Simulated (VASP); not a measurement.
B3N2:

```
B N
1.0
     2.39418    1.38228    1.93338
    -2.39418    1.38228    1.93338
     0.00000   -2.76456    1.93338
B N
3 2
Direct
  0.00000 0.25000 0.75000
  0.75000 0.00000 0.25000
  0.25000 0.75000 0.00000
  0.26000 0.26000 0.26000
  0.74000 0.74000 0.74000
```

The cell was generated, and may not be a known phase.

```yaml
Program: VASP 6.6.1
Task: relaxation of cell and atoms
Functional: PBE
Potentials_or_basis: VASP PAW PBE potentials, release 64 (B_h, N_h)
Cutoff: 1330 eV
k_mesh: 6 × 6 × 6
Occupations: gaussian, width 0.1 eV
Spin: no spin polarisation
```

At the start: pressure -27.4 GPa; volume 7.68 Å³/atom.

**Question.** How do energy, volume and symmetry change on relaxing?

**Answer.** Over 26 steps the energy falls by 1861.2 meV/atom and the volume is 8.37 Å³/atom (+8.9 %); space group R32 (No. 155, to 0.1 Å) before and after.

Step by step:
```
step  energy change (eV)  largest force (eV/Å)  pressure (GPa)  volume (Å³)
   1              0.0000                1.3441          -27.40        38.39
   2             -1.2631                1.4004           -1.41        31.51
   3             -1.3403                1.5472           10.77        30.00
   4             -2.1977                2.7896           31.81        28.58
   5             -2.2798                3.7622           45.15        28.02
   6             -2.8631                5.2162           49.91        28.46
   7             -4.1948                3.2596           68.44        29.60
   8             -5.1156                3.3808           54.63        31.49
   9             -6.3690                3.8335           33.41        37.03
  10             -6.5008                4.0407           28.90        39.23
  11             -7.1610                2.1999            4.46        41.08
  12             -7.2871                2.2986           -8.52        42.32
  13             -7.5250                2.2382           -8.33        42.03
  14             -8.1572                2.1733           -7.99        41.15
  15             -8.7884                2.5139           -5.45        39.43
  16             -8.8033                1.8486           -6.79        39.94
  17             -8.8290                1.6498           -6.36        39.73
  18             -9.0670                0.7384           12.28        38.46
  19             -9.0671                0.7439           12.12        38.47
  20             -9.2170                0.5004            6.98        39.71
  21             -9.2923                0.3089            0.16        41.58
  22             -9.2923                0.2965            0.37        41.52
  23             -9.3015                0.0630           -0.95        41.77
  24             -9.3031                0.0936           -1.79        41.94
  25             -9.3039                0.0523            1.77        41.73
  26             -9.3060                0.0205            0.10        41.83
```

Final structure:
```yaml
crystal:
  lattice:
    - [1.98023, 1.14329, 3.07905]
    - [-1.98023, 1.14329, 3.07905]
    - [0.00000, -2.28657, 3.07905]
  atoms:
    - { symbol: B, position: [0.00000, 0.27611, 0.72389] }
    - { symbol: B, position: [0.72389, 0.00000, 0.27611] }
    - { symbol: B, position: [0.27611, 0.72389, 0.00000] }
    - { symbol: N, position: [0.33381, 0.33381, 0.33381] }
    - { symbol: N, position: [0.66619, 0.66619, 0.66619] }
```

Caveat: an odd number of electrons without spin polarisation forces a metal; a magnetic or distorted state may lie lower.
